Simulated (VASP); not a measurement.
Input of a VASP 6.6.1 run:

POSCAR

```
CdI2
1.0
    4.2483568959      0.0000000000      0.0000000000
   -2.1241784480      3.6791849962      0.0000000000
    0.0000000000      0.0000000000      6.8844152426
Cd I
1 2
Direct
    0.0000000000      0.0000000000      0.0000000000
    0.3333333333      0.6666666667      0.2495592317
    0.6666666667      0.3333333333      0.7504407683
```

The input INCAR.step1:

```
SYSTEM = CdI2
PREC     = Accurate       ! precision mode
ENCUT    = 550            ! plane-wave cutoff, eV
ISMEAR   = 0              ! smearing method
SIGMA    = 0.01           ! smearing width, eV
LREAL    = .FALSE.        ! projectors in reciprocal space
LASPH    = .TRUE.         ! aspherical terms in the spheres
NELM     = 120            ! most SCF steps
NBANDS   = 20             ! bands
GGA      = PE             ! functional
ALGO     = Normal         ! electronic algorithm
EDIFF    = 1E-5           ! SCF threshold, eV
LWAVE    = .TRUE.         ! write WAVECAR
LCHARG   = .FALSE.        ! write CHGCAR
GGA_COMPAT= .FALSE.
```

The input INCAR.step2:

```
SYSTEM = CdI2
PREC     = Accurate       ! precision mode
ENCUT    = 550            ! plane-wave cutoff, eV
EDIFF    = 1E-6           ! SCF threshold, eV
ISMEAR   = 0              ! smearing method
SIGMA    = 0.01           ! smearing width, eV
LREAL    = .FALSE.        ! projectors in reciprocal space
LASPH    = .TRUE.         ! aspherical terms in the spheres
NELM     = 120            ! most SCF steps
ALGO     = Normal         ! electronic algorithm
ISIF     = 2              ! what is computed and relaxed
LWAVE    = .FALSE.        ! write WAVECAR
LCHARG   = .FALSE.        ! write CHGCAR
METAGGA  = R2SCAN         ! meta-GGA
LMIXTAU  = .TRUE.       
NBANDS   = 20             ! bands
ISTART   = 1            
GGA_COMPAT= .FALSE.
```

The input KPOINTS:

```
regular mesh
0
G
  6 6 4
  0 0 0
```

Potentials or basis: VASP PAW PBE potentials, release 64 (Cd, I).

The run is started by

```sh
$ cat potpaw_PBE.64/Cd/POTCAR potpaw_PBE.64/I/POTCAR > POTCAR
$ cp INCAR.step1 INCAR
$ mpirun -np 1 vasp_std > vasp.out
$ cp INCAR.step2 INCAR
$ mpirun -np 1 vasp_std > vasp.out
```

Predict the largest force.

0.022 eV/Å.

What does it give for the pressure?

1.0 GPa.

Forces on the atoms (eV/Å):
```
Cd   0.000  0.000  0.000
I    0.000  0.000  0.022
I    0.000  0.000 -0.022
```

Caveat: the PAW data sets were made with another functional, which shifts forces and pressure a little.
